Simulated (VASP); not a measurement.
# Ti2Al6H in VASP: single point with PBE+D3(BJ)

Aim: the single point of Ti2Al6H with PBE+D3(BJ).

All numbers are computed with VASP 6.6.1; they aren't measurements. Logs are shortened: lines on timing, memory, paths and dates and some standing lists are left out, and cuts for length are marked.

## 1. The cell of the first run

The cell holds a slab with vacuum, 9 atoms: a = 5.024 Å, b = 5.024 Å, c = 21.219 Å, α = 90.00°, β = 90.00°, γ = 64.55°.

## 2. Single point, PBE+D3(BJ)

INCAR

```
SYSTEM = Ti2Al6H
ALGO = Normal
DIPOL = 0.5 0.5 0.309
EDIFF = 1E-6
ENCUT = 520
GGA = PE
IDIPOL = 3
ISIF = 2
ISMEAR = 0
IVDW = 12
LASPH = .TRUE.
LCHARG = .FALSE.
LDIPOL = .TRUE.
LREAL = .FALSE.
LWAVE = .FALSE.
NBANDS = 32
NELM = 100
PREC = Accurate
SIGMA = 0.1
```

KPOINTS

```
k-points
0
G
  6 6 1
  0 0 0
```

POSCAR

```
Ti2Al6H
1.0
    5.0241861190      0.0000000000      0.0000000000
    2.1588814530      4.5367033218      0.0000000000
    0.0000000000      0.0000000000     21.2187109014
Al Ti H
6 2 1
Direct
    0.5000000000      0.0000000000      0.1885128658
    0.0000000000      0.5000000000      0.1885128658
    0.0000000000      0.0000000000      0.2517328341
    0.0000000000      0.5000000000      0.3193548961
    0.5000000000      0.0000000000      0.3193548961
    0.5000000000      0.5000000000      0.3826203646
    0.5000000000      0.5000000000      0.2517328341
    0.0000000000      0.0000000000      0.3797002555
    0.6666666667      1.0000000000      0.5004409057
```

Potentials or basis: VASP PAW PBE potentials, release 64 (Al, Ti_sv, H).

On the command line:

```
$ cat potpaw_PBE.64/Al/POTCAR potpaw_PBE.64/Ti_sv/POTCAR potpaw_PBE.64/H/POTCAR > POTCAR
$ mpirun -np 1 vasp_std > vasp.out
```

OUTCAR:

```text
SYSTEM = Ti2Al6H
   EDIFF = 1E-6
   ENCUT = 520
   GGA = PE
   ISIF = 2
   ISMEAR = 0
   IVDW = 12
   LASPH = .TRUE.
   LREAL = .FALSE.
   NELM = 100
   PREC = Accurate
 IVDW          = 12

 ion  position               nearest neighbor table
   1  0.500  0.000  0.189-   2 2.68   2 2.68   5 2.78   7 2.85   7 2.85   3 2.85   3 2.85
   2  0.000  0.500  0.189-   1 2.68   1 2.68   4 2.78   3 2.85   3 2.85   7 2.85   7 2.85
   3  0.000  0.000  0.252-   7 2.68   7 2.68   8 2.72   2 2.85   2 2.85   1 2.85   1 2.85   4 2.89
                             4 2.89   5 2.89   5 2.89
   4  0.000  0.500  0.319-   5 2.68   5 2.68   2 2.78   8 2.82   8 2.82   6 2.85   6 2.85   3 2.89
                             3 2.89   7 2.89   7 2.89
   5  0.500  0.000  0.319-   4 2.68   4 2.68   1 2.78   8 2.82   8 2.82   6 2.85   6 2.85   7 2.89
                             7 2.89   3 2.89   3 2.89
   6  0.500  0.500  0.383-   8 2.68   8 2.68   7 2.78   5 2.85   5 2.85   4 2.85   4 2.85
   7  0.500  0.500  0.252-   3 2.68   3 2.68   6 2.78   1 2.85   1 2.85   2 2.85   2 2.85   5 2.89
                             5 2.89   4 2.89   4 2.89
   8  0.000  0.000  0.380-   6 2.68   6 2.68   3 2.72   4 2.82   4 2.82   5 2.82   5 2.82
   9  0.667  0.000  0.500-

  LATTYP: Found a base centered orthorhombic cell.
 ALAT       =     5.3657849248
 B/A-ratio  =     1.5833231892
 C/A-ratio  =     3.9544467769

  Lattice vectors:

 A1 = (  -2.1588814530,  -4.5367033218,   0.0000000000)
 A2 = (   5.0241861190,   0.0000000000,   0.0000000000)
 A3 = (   0.0000000000,   0.0000000000,  21.2187109014)

Analysis of symmetry for initial positions (statically):
=====================================================================
 Subroutine PRICEL returns:
 Original cell was already a primitive cell.

 Routine SETGRP: Setting up the symmetry group for a
 base centered orthorhombic supercell.

 Subroutine GETGRP returns: Found  1 space group operations
 (whereof  1 operations were pure point group operations)
 out of a pool of  8 trial point group operations.

The static configuration has the point symmetry C_1 .

Analysis of symmetry for dynamics (positions and initial velocities):
=====================================================================
 Subroutine PRICEL returns:
 Original cell was already a primitive cell.

 Routine SETGRP: Setting up the symmetry group for a
 base centered orthorhombic supercell.

 Subroutine GETGRP returns: Found  1 space group operations
 (whereof  1 operations were pure point group operations)
 out of a pool of  8 trial point group operations.

The dynamic configuration has the point symmetry C_1 .

 Subroutine INISYM returns: Found  1 space group operations
 (whereof  1 operations are pure point group operations),
 and found     1 'primitive' translations

----------------------------------------------------------------------------------------

                                     Primitive cell

  volume of cell :     483.6432

  direct lattice vectors                    reciprocal lattice vectors
     5.024186119  0.000000000  0.000000000     0.199037212 -0.094715858  0.000000000
     2.158881453  4.536703322  0.000000000     0.000000000  0.220424376  0.000000000
     0.000000000  0.000000000 21.218710901     0.000000000  0.000000000  0.047128216

  length of vectors
     5.024186119  5.024186119 21.218710901     0.220424376  0.220424376  0.047128216

  position of ions in fractional coordinates (direct lattice)
     0.500000000  0.000000000  0.188512866
     1.000000000  0.500000000  0.188512866
     0.000000000  0.000000000  0.251732834
     1.000000000  0.500000000  0.319354896
     0.500000000  0.000000000  0.319354896
     0.500000000  0.500000000  0.382620365
     0.500000000  0.500000000  0.251732834
     0.000000000  0.000000000  0.379700255
     0.666666667  0.000000000  0.500440906

  ion indices of the primitive-cell ions
   primitive index   ion index
                 1           1
                 2           2
                 3           3
                 4           4
                 5           5
                 6           6
                 7           7
                 8           8
                 9           9

----------------------------------------------------------------------------------------

 KPOINTS: k-points

Automatic generation of k-mesh.
 Grid dimensions read from file:
 generate k-points for:    6    6    1

 Generating k-lattice:

  Cartesian coordinates                     Fractional coordinates (reciprocal lattice)
     0.033172869 -0.015785976  0.000000000     0.166666667 -0.000000000  0.000000000
     0.000000000  0.036737396  0.000000000     0.000000000  0.166666667  0.000000000
     0.000000000  0.000000000  0.047128216     0.000000000  0.000000000  1.000000000

  Length of vectors
     0.036737396  0.036737396  0.047128216

  Shift w.r.t. Gamma in fractional coordinates (k-lattice)
     0.000000000  0.000000000  0.000000000

 Subroutine IBZKPT returns following result:
 ===========================================

 Found     20 irreducible k-points:

 Following reciprocal coordinates:
            Coordinates               Weight
  0.000000  0.000000  0.000000      1.000000
  0.166667  0.000000  0.000000      2.000000
  0.000000 -0.166667  0.000000      2.000000
  0.333333  0.000000  0.000000      2.000000
  0.000000 -0.333333  0.000000      2.000000
  0.500000  0.000000  0.000000      1.000000
[... 12 lines left out ...]
 -0.333333  0.333333  0.000000      2.000000
  0.500000  0.500000  0.000000      1.000000
   k-points           NKPTS =     20   k-points in BZ     NKDIM =     20   number of bands    NBANDS=     32
   number of dos      NEDOS =    301   number of ions     NIONS =      9
   total plane-waves  NPLWV = 256000
   dimension x,y,z NGX =    40 NGY =   40 NGZ =  160
   dimension x,y,z NGXF=    80 NGYF=   80 NGZF=  320
   ions per type =               6   2   1
   NGX,Y,Z   is equivalent  to a cutoff of  13.24, 13.24, 12.54 a.u.
   NGXF,Y,Z  is equivalent  to a cutoff of  26.47, 26.47, 25.07 a.u.
 SYSTEM =  Ti2Al6H
   PREC   = accura    normal or accurate (medium, high low for compatibility)
   ISTART =      0    job   : 0-new  1-cont  2-samecut
   ICHARG =      2    charge: 1-file 2-atom 10-const
   ISPIN  =      1    spin polarized calculation?
   LNONCOLLINEAR =      F non collinear calculations
   LSORBIT =      F    spin-orbit coupling
   LASPH  =      T    aspherical Exc in radial PAW
   ENCUT  =  520.0 eV  38.22 Ry    6.18 a.u.   9.34  9.34 39.45*2*pi/ulx,y,z
   NELM   =    100;   NELMIN=  2; NELMDL= -5     # of ELM steps
   EDIFF  = 0.1E-05   stopping-criterion for ELM
   LREAL  =      F    real-space projection
   EDIFFG = 0.1E-04   stopping-criterion for IOM
   NSW    =      0    number of steps for IOM
   IBRION =     -1    ionic relax: 0-MD 1-quasi-New 2-CG
   NFREE  =      0    steps in history (QN), initial steepest desc. (CG)
   ISIF   =      2    stress and relaxation
   ISYM   =      2    0-nonsym 1-usesym 2-fastsym
   POTIM  = 0.5000    time-step for ionic-motion
   TEBEG  =    0.0;   TEEND  =   0.0 temperature during run
   PSTRESS=    0.0 pullay stress
   NELECT =      43.0000    total number of electrons
   NUPDOWN=      -1.0000    fix difference up-down
   EMIN   =  10.00;   EMAX   =-10.00  energy-range for DOS
   EFERMI =   0.00;   METHOD = LEGACY
   ISMEAR =     0;   SIGMA  =   0.10  broadening in eV -4-tet -1-fermi 0-gaus
   EFERMI_NEDOS =   21; number of points for ismear=-14 and -15
   IALGO  =     38    algorithm
   IMIX   =      4    mixing-type and parameters
     AMIX     =   0.40;   BMIX     =  1.00
     AMIX_MAG =   1.60;   BMIX_MAG =  1.00
  volume/ion in A,a.u.               =      53.74       362.64
  Fermi-wavevector in a.u.,A,eV,Ry     =   0.730672  1.380770  7.263905  0.533882
  Thomas-Fermi vector in A             =   1.822700
   LORBIT       =      0    0 simple, 1 ext, 2 COOP (PROOUT), +10 PAW based schemes
   GGA     = PE    functional components
   LHFCALC =     F    Hartree Fock is set to
   AEXX    =    0.0000 exact exchange contribution
   IVDW    =    12    specifies the selected vdW correction
   LEPSILON=     F    determine dielectric tensor
   LRPA    =     F    only Hartree local field effects (RPA)
 non-spin polarized calculation
 Gauss-broadening in eV      SIGMA  =   0.10
  energy-cutoff  :      520.00
  volume of cell :      483.64
 maximum number of plane-waves:     13072
 NGX is ok and might be reduce to    40
   NGX = 19   NGY = 19   NGZ = 79

 dipolmoment           0.000000      0.000000     -0.078954 electrons x Angstroem

 number of electron      43.0000009 magnetization

 dipolmoment           0.000000      0.000000      0.237935 electrons x Angstroem

 Free energy of the ion-electron system (eV)
  ---------------------------------------------------
  ext. energy  EPLUGINS =         0.00000000
  ---------------------------------------------------
  free energy    TOTEN  =       -37.53831032 eV

  energy without entropy =      -37.50927554  energy(sigma->0) =      -37.52379293

 E-fermi :  -1.4553     XC(G=0):  -4.0252

 val. band max:       -1.4591374520   @ k =  -0.3333   0.1667   0.0000
 cond. band min:      -1.4464196516   @ k =   0.3333   0.0000   0.0000
 fundamental gap:      0.0127178004
 Fermi energy:        -1.4553078107

 k-point     1 :       0.0000    0.0000    0.0000
  band No.  band energies     occupation
      1     -58.4319      2.00000
      2     -58.0804      2.00000
      3     -34.8183      2.00000
      4     -34.7108      2.00000
      5     -34.5825      2.00000
      6     -34.4959      2.00000
[... 24 lines left out ...]
     31       1.1531      0.00000
     32       1.3808      0.00000

 k-point     2 :       0.1667    0.0000    0.0000
  band No.  band energies     occupation
      1     -58.4319      2.00000
      2     -58.0803      2.00000
      3     -34.8183      2.00000
      4     -34.7109      2.00000
      5     -34.5829      2.00000
      6     -34.4957      2.00000
[... 24 lines left out ...]
     31       1.5094      0.00000
     32       1.6534      0.00000

 k-point     3 :       0.0000   -0.1667    0.0000
  band No.  band energies     occupation
      1     -58.4319      2.00000
      2     -58.0803      2.00000
      3     -34.8183      2.00000
      4     -34.7109      2.00000
      5     -34.5829      2.00000
      6     -34.4957      2.00000
[... 24 lines left out ...]
     31       1.5164      0.00000
     32       1.6460      0.00000

 k-point     4 :       0.3333    0.0000    0.0000
  band No.  band energies     occupation
      1     -58.4319      2.00000
      2     -58.0803      2.00000
      3     -34.8183      2.00000
      4     -34.7112      2.00000
      5     -34.5837      2.00000
      6     -34.4954      2.00000
[... 24 lines left out ...]
     31       1.5545      0.00000
     32       1.7844      0.00000

 k-point     5 :       0.0000   -0.3333    0.0000
  band No.  band energies     occupation
      1     -58.4319      2.00000
      2     -58.0803      2.00000
      3     -34.8183      2.00000
      4     -34.7111      2.00000
      5     -34.5838      2.00000
      6     -34.4954      2.00000
[... 444 lines left out ...]
     31       1.6403      0.00000
     32       1.8711      0.00000

 k-point    18 :      -0.3333    0.5000    0.0000
  band No.  band energies     occupation
      1     -58.4319      2.00000
      2     -58.0803      2.00000
      3     -34.8183      2.00000
      4     -34.7116      2.00000
      5     -34.5832      2.00000
      6     -34.4955      2.00000
[... 24 lines left out ...]
     31       1.6502      0.00000
     32       1.8741      0.00000

 k-point    19 :      -0.3333    0.3333    0.0000
  band No.  band energies     occupation
      1     -58.4319      2.00000
      2     -58.0803      2.00000
      3     -34.8183      2.00000
      4     -34.7115      2.00000
      5     -34.5839      2.00000
      6     -34.4953      2.00000
[... 24 lines left out ...]
     31       1.4015      0.00000
     32       2.0531      0.00000

 k-point    20 :       0.5000    0.5000    0.0000
  band No.  band energies     occupation
      1     -58.4319      2.00000
      2     -58.0803      2.00000
      3     -34.8183      2.00000
      4     -34.7117      2.00000
      5     -34.5829      2.00000
      6     -34.4956      2.00000
[... 24 lines left out ...]
     31       1.8085      0.00000
     32       1.9247      0.00000

------------------------ aborting loop because EDIFF is reached ----------------------------------------

 vacuum level on the upper side and lower side of the slab       (xc-potential included)         0.790        -1.043

 Edisp (eV)   -2.04174

 E8    (eV) :    -0.9701

  FORCE on cell =-STRESS in cart. coord.  units (eV):
  Direction    XX          YY          ZZ          XY          YZ          ZX
  --------------------------------------------------------------------------------------
  -------------------------------------------------------------------------------------
  Total      -5.29245    -3.06685    -4.33757    -1.92314     0.47253     0.78113
  in kB     -17.53242   -10.15963   -14.36918    -6.37084     1.56535     2.58767
  external pressure =      -14.02 kB  Pullay stress =        0.00 kB

 VOLUME and BASIS-vectors are now :
 -----------------------------------------------------------------------------
  energy-cutoff  :      520.00
  volume of cell :      483.64
      direct lattice vectors                 reciprocal lattice vectors
     5.024186119  0.000000000  0.000000000     0.199037212 -0.094715858  0.000000000
     2.158881453  4.536703322  0.000000000     0.000000000  0.220424376  0.000000000
     0.000000000  0.000000000 21.218710901     0.000000000  0.000000000  0.047128216

 POSITION                                       TOTAL-FORCE (eV/Angst)
 -----------------------------------------------------------------------------------
      2.51209      0.00000      4.00000        -0.007691      0.032003      0.490585
      1.07944      2.26835      4.00000         0.019287     -0.007873      0.515277
      0.00000      0.00000      5.34145         0.014757     -0.008953     -0.575007
      1.07944      2.26835      6.77630        -0.017977      0.005630      0.038631
      2.51209      0.00000      6.77630         0.027940      0.003704     -0.162394
      3.59153      2.26835      8.11871         0.019974     -0.137291      0.341658
      3.59153      2.26835      5.34145         0.024546     -0.035879     -0.452935
      0.00000      0.00000      8.05675        -0.450241     -0.034526      1.052289
      3.34946      0.00000     10.61871         0.369407      0.183186     -1.248104
 -----------------------------------------------------------------------------------
    total drift:                               -0.000016      0.000005     -0.000105

  FREE ENERGIE OF THE ION-ELECTRON SYSTEM (eV)
  ---------------------------------------------------
  free  energy   TOTEN  =       -39.5800518265 eV

  energy  without entropy=      -39.5510170435  energy(sigma->0) =      -39.56553444

 vacuum level on the upper side and lower side of the slab         4.519         2.636
```

It took 9.9 min on 1 thread of Intel Xeon Platinum 8375C at 2.90GHz (Ice Lake), shared host; peak memory 0.69 GiB.

Results:

```yaml
Free_energy: -39.5801 eV
Largest_force: 1.314 eV/Å
Dispersion_energy_per_atom: -0.227 eV
```

Forces in eV/Å, atoms in the order of the input:
```
Al  -0.008  0.032  0.491
Al   0.019 -0.008  0.515
Al   0.015 -0.009 -0.575
Al  -0.018  0.006  0.039
Al   0.028  0.004 -0.162
Al   0.020 -0.137  0.342
Ti   0.025 -0.036 -0.453
Ti  -0.450 -0.035  1.052
H    0.369  0.183 -1.248
```

Levels at points of the mesh, in eV from the Fermi level:
```tsv
k point	band 17	band 18	band 19	band 20	band 21	band 22	band 23	band 24	band 25	band 26
(0.00, 0.00, 0.00)	-1.25	-1.15	-1.09	-1.02	-0.46	-0.24	-0.17	0.69	0.98	1.73
(0.50, 0.00, 0.00)	-1.47	-0.87	-0.65	-0.27	-0.12	0.12	0.28	0.78	0.99	1.24
(0.00, 0.50, 0.00)	-1.52	-0.66	-0.58	-0.40	-0.20	-0.08	0.30	0.78	0.98	1.22
(0.50, 0.50, 0.00)	-1.87	-0.88	-0.47	-0.37	0.18	0.34	0.52	0.63	0.76	0.81
```
